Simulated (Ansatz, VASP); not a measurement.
Two plane-wave programs on MgB2

```
Mg B
1.0
     3.08500    0.00000    0.00000
    -1.54250    2.67169    0.00000
     0.00000    0.00000    3.52300
Mg B
1 2
Direct
  0.00000 0.00000 0.00000
  0.66667 0.33333 0.50000
  0.33333 0.66667 0.50000
```

Alike in both runs: task single point; functional PBE; k mesh 3 × 3 × 3; occupations fermi-dirac, width 0.05 eV; no spin polarisation.

```csv
,VASP,Ansatz
version,VASP 6.6.1,Ansatz 0.2.0
potentials or method,"VASP PAW PBE potentials, release 64 (Mg, B)",Ansatz PAW
plane-wave cutoff (eV),520,420
valence electrons in the cell,8,16
```

|  | VASP | Ansatz | Ansatz less VASP |
| --- | --- | --- | --- |
| gap on the k mesh at the Fermi level (eV) | none | none | - |
| pressure (GPa) | -2.1 | -1.9 | +0.25 |
| traceless stress, the component that is largest in VASP (GPa) | 1.57 | 1.70 | +0.128 |

A gap of «none» marks a metal or a gap that the smearing closes. With one functional, cell and mesh, what is left measures potentials, basis and numerics. VASP's potentials hold 8 valence electrons a cell and Ansatz's 16, so a difference there can come from the potentials and not from the codes.

The k mesh is coarse, so the values compare programs but aren't converged.
